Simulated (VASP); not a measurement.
Here is a VASP 6.6.1 calculation.

INCAR

```
SYSTEM = Sn5Ge9C6
  ALGO = Normal
  EDIFF = 1E-6
  ENCUT = 520
  GGA = PE
  ISIF = 2
  ISMEAR = 0
  ISYM = 0
  LASPH = .TRUE.
  LCHARG = .FALSE.
  LREAL = Auto
  LWAVE = .FALSE.
  NBANDS = 126
  NELM = 80
  PREC = Accurate
  SIGMA = 0.1
```

File KPOINTS:

```
Automatic mesh
0
Gamma
  2 2 2
  0.5 0.5 0.5
```

File POSCAR:

```
Sn5Ge9C6
1.0
    3.3951980351      3.2343210532      4.9034180288
   -2.9402314601     -2.8396132965      4.4785808629
    8.6308451190     -4.9892166429      2.4893707758
C Ge Sn
6 9 5
Direct
    0.7286110241     -0.1565204061      0.8722635984
    0.6958557945      1.1017017516      0.4198568386
    0.5631107338      0.5125357191     -0.0034097955
    0.9175299924      0.9243165000      0.8203054983
    0.5642707688      0.7429802341      0.9578355708
    0.6980124127      0.3398738354      0.4060500468
    0.1249352443     -0.0241417265      0.6232039060
    0.9549582045      0.0119388843      1.0021457097
    0.4309090101      0.5045316952      0.3863134970
    0.7334109756      0.5355667032      0.5632902609
    0.9155070945      0.4990015281      0.2426712176
    0.5285320888      0.9566748638      0.6063709530
    0.0936836851      0.3926517483      0.5756077940
    0.8384817712      0.4119388874      1.0236103119
    0.3424947143      0.4006896748      0.1709548673
    0.1515069873      0.5367209038      0.8053409435
    0.2979717164     -0.0090304054      0.0783426546
    0.5391930730      0.3017930599      0.8110081239
    0.6241912010      0.8916809901      0.2583532620
    0.0084887671      0.8883824011      0.3797801681
```

Potentials or basis: VASP PAW PBE potentials, release 64 (C, Ge_d, Sn_d).

Launch:

```sh
$ cat potpaw_PBE.64/C/POTCAR potpaw_PBE.64/Ge_d/POTCAR potpaw_PBE.64/Sn_d/POTCAR > POTCAR
$ mpirun -np 1 vasp_std > vasp.out
```

**Question.** What does it give for the largest force?

**Answer.** 0.050 eV/Å.

**Question.** Predict the band gap on the k mesh.

**Answer.** Zero (bands 110 and 111 overlap by 0.26 eV).

**Question.** Estimate the pressure.

**Answer.** 0.0 GPa.

Forces in eV/Å, atoms in the order of the input:
```
C   -0.004  0.003 -0.009
C    0.030  0.013 -0.025
C    0.045  0.003 -0.010
C    0.005  0.024  0.036
C   -0.028 -0.041 -0.009
C   -0.023 -0.008  0.031
Ge  -0.001 -0.005 -0.007
Ge  -0.002 -0.004  0.010
Ge   0.003  0.003  0.004
Ge   0.002 -0.003  0.000
Ge   0.008 -0.004 -0.003
Ge   0.004  0.007  0.005
Ge   0.003  0.000 -0.009
Ge  -0.001  0.001 -0.006
Ge  -0.004  0.009 -0.001
Sn  -0.002  0.000 -0.002
Sn  -0.005 -0.009 -0.003
Sn  -0.012  0.016 -0.008
Sn  -0.008 -0.001  0.004
Sn  -0.009 -0.006  0.002
```

Caveat: the k points lie up to 0.52 Å⁻¹ apart; semilocal functionals underestimate gaps, so a narrow gap can read as zero; spin-orbit coupling is left out, which moves the levels of the heavy elements.
